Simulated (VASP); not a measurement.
**Zn: relaxation of cell and atoms with PBE**

Crystal: Zn.

```
Zn
1.0
     2.29763    0.00000    0.00000
     0.00000    2.29763    0.00000
     0.00000    0.00000    2.29763
Zn
1
Direct
  0.00000 0.00000 0.00000
```

This isn't the form of Zn at room conditions, which is hcp.

```json
{
 "Program": "VASP 6.6.1",
 "Task": "relaxation of cell and atoms",
 "Functional": "PBE",
 "Potentials or basis": "VASP PAW PBE potentials, release 64 (Zn)",
 "Cutoff": "600 eV",
 "k mesh": "17 × 17 × 17",
 "Occupations": "fermi-dirac, width 0.05 eV",
 "Spin": "no spin polarisation",
 "Target pressure": "54 GPa",
 "Dipole correction": "no",
 "Further INCAR settings": "ALGO = Normal; EDIFF = 1e-07; IBRION = 2; EDIFFG = -0.005; NSW = 32; ISIF = 3"
}
```

```json
{
 "Relaxed volume": "12.17 Å³/atom",
 "Relaxed cell": "a = 2.300 Å, b = 2.300 Å, c = 2.300 Å, α = 90.00°, β = 90.00°, γ = 90.00°",
 "Space group after relaxing (to 0.1 Å)": "Pm-3m (No. 221)",
 "Energy change on relaxing (the run minimises the enthalpy)": "-14.9 meV/atom",
 "Ionic steps": "3",
 "Pressure after relaxing": "54.0 GPa",
 "Band gap on the k mesh": "zero (bands 6 and 7 overlap by 8.83 eV)"
}
```

The path:
| step | energy change (eV) | largest force (eV/Å) | pressure (GPa) | volume (Å³) |
| --- | --- | --- | --- | --- |
| 1 | 0.0000 | 0.0000 | 54.99 | 12.13 |
| 2 | -0.0442 | 0.0000 | 52.12 | 12.26 |
| 3 | -0.0149 | 0.0000 | 54.03 | 12.17 |

Final structure:
```
CELL_PARAMETERS angstrom
2.30038 0.00000 0.00000
0.00000 2.30038 0.00000
0.00000 0.00000 2.30038
ATOMIC_POSITIONS crystal
Zn 0.00000 0.00000 0.00000
```

Levels at points of the mesh, in eV from the Fermi level:
```tsv
k point	band 4	band 5	band 6	band 7	band 8	band 9
(0.00, 0.00, 0.00)	-7.34	-7.34	-7.34	15.84	15.84	15.84
```

It took 50 s on 1 thread of Intel Xeon 8259CL, with other jobs on the host, peak memory 0.14 GiB.

Caveat: the cell is relaxed towards a set pressure, so the run minimises the enthalpy, not the energy.
